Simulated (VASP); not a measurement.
## W: single point with r2SCAN

W:

```
W
1.0
    -1.67717    1.67717    1.59730
     1.67717   -1.67717    1.59730
     1.67717    1.67717   -1.59730
W
1
Direct
  0.00000 0.00000 0.00000
```

This cell differs from its parent crystal: strain +0.050 along x and y, +0.000 along z.

| Quantity | Value |
| --- | --- |
| Program | VASP 6.6.1 |
| Task | single point |
| Functional | r2SCAN |
| Potentials or basis | VASP PAW PBE potentials, release 64 (W_sv) |
| Cutoff | 520 eV |
| k mesh | 20 × 20 × 20 |
| Occupations | gaussian, width 0.15 eV |
| Spin | no spin polarisation |
| Dipole correction | no |
| Further INCAR settings | ALGO = Normal; EDIFF = 1e-06; NBANDS = 13 |

```json
{
 "Pressure": "-29.3 GPa",
 "Band gap on the k mesh": "zero (bands 7 and 8 overlap by 5.46 eV)"
}
```

Stress tensor (GPa, compression positive):
```
-33.76   0.00   0.00
  0.00 -33.76   0.00
  0.00   0.00 -20.26
```

Levels at points of the mesh, in eV from the Fermi level:
```csv
k point,band 4,band 5,band 6,band 7,band 8,band 9,band 10,band 11
"(0.00, 0.00, 0.00)",-39.32,-9.42,-1.50,-0.89,-0.89,1.83,2.62,14.65
"(0.50, 0.00, 0.00)",-39.35,-5.76,-3.38,0.29,2.13,3.22,5.25,9.81
"(0.50, 0.50, 0.00)",-39.33,-5.82,-2.76,-0.08,1.51,2.70,5.17,9.45
"(0.50, 0.50, 0.50)",-39.90,-5.09,-4.99,4.40,4.40,4.55,7.11,7.11
```

Run time: 2.8 min on 1 thread of Intel(R) Xeon(R) 6975P-C (Granite Rapids), with other jobs on the host, peak memory 0.26 GiB.

Caveat: the cell differs from its parent crystal (strain +0.050 along x and y, +0.000 along z); the cell stands under tension; the PAW data sets were made with another functional, which shifts forces and pressure a little; spin-orbit coupling is left out, which moves the levels of the heavy elements.
